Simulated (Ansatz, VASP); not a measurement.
# SnO2 in VASP and in Ansatz

File INCAR:

```
ALGO = Normal ; EDIFF = 1E-6
ENCUT = 520 ; GGA = PE
ISIF = 2 ; ISMEAR = 0
LASPH = T ; LCHARG = F
LREAL = F ; LWAVE = F
NBANDS = 35 ; NELM = 80
PREC = Accurate ; SIGMA = 0.02
```

Contents of KPOINTS:

```
k-points
0
Gamma
  6 6 8
```

File POSCAR:

```
SnO2
1.0
    4.8271899948      0.0000000000      0.0000000000
    0.0000000000      4.8271899948      0.0000000000
    0.0000000000      0.0000000000      3.2381523514
Sn O
2 4
Direct
    0.5000000000      0.5000000000      0.5000000000
    0.0000000000      0.0000000000      0.0000000000
    0.1934234795      0.8065765205      0.5000000000
    0.8065765205      0.1934234795      0.5000000000
    0.3065765205      0.3065765205      0.0000000000
    0.6934234795      0.6934234795      0.0000000000
```

Input for Ansatz:

```yaml
crystal:
  lattice:
    - [4.8271899948, 0.0, 0.0]
    - [0.0, 4.8271899948, 0.0]
    - [0.0, 0.0, 3.2381523553]
  atoms:
    - { symbol: Sn, position: [0.5, 0.5, 0.5] }
    - { symbol: Sn, position: [0.0, 0.0, 0.0] }
    - { symbol: O, position: [0.1934234794, 0.8065765206, 0.5] }
    - { symbol: O, position: [0.8065765206, 0.1934234794, 0.5] }
    - { symbol: O, position: [0.3065765206, 0.3065765206, 0.0] }
    - { symbol: O, position: [0.6934234794, 0.6934234794, 0.0] }
basis:
  ecutwfc: 420
kpoints:
  mp_grid: { grid: [6, 6, 8] }
  band_path: { path: [VBM, CBM], npoints: 2 }
hamiltonian:
  xc: pbe
scf:
  occupations: { method: gaussian, width: 0.02 }
output:
  forces: true
  stress: true
  eigenvalues: true
  write_density: true
  write_potential: true
  elf: true
  volumetric_format: npy
```

Alike in both runs: task single point; functional PBE; k mesh 6 × 6 × 8; occupations gaussian, width 0.02 eV; no spin polarisation.

|  | VASP | Ansatz |
| --- | --- | --- |
| version | VASP 6.6.1 | Ansatz 0.2.0 |
| potentials or method | VASP PAW PBE potentials, release 64 (Sn_d, O), cutoff 520 eV | scalar-relativistic, plane waves, PAW |
| valence electrons in the cell | 52 | 52 |

VASP gave:

```
gap on the k mesh at the Fermi level (eV)                     : 0.67
least direct gap on the mesh (eV)                             : 0.67
pressure (GPa)                                                : 0.6
traceless stress, the component that is largest in VASP (GPa) : 0.19
rms of the force components (eV/Å)                            : 0.008
```

Which values does Ansatz return?

gap on the k mesh at the Fermi level (eV): 0.68; least direct gap on the mesh (eV): 0.68; pressure (GPa): 0.0; traceless stress, the component that is largest in VASP (GPa): -0.01; rms of the force components (eV/Å): 0.000.

Atom by atom the forces differ by 0.008 eV/Å (rms over components). The functional is the same, so the differences come from potentials, cutoffs and numerics.
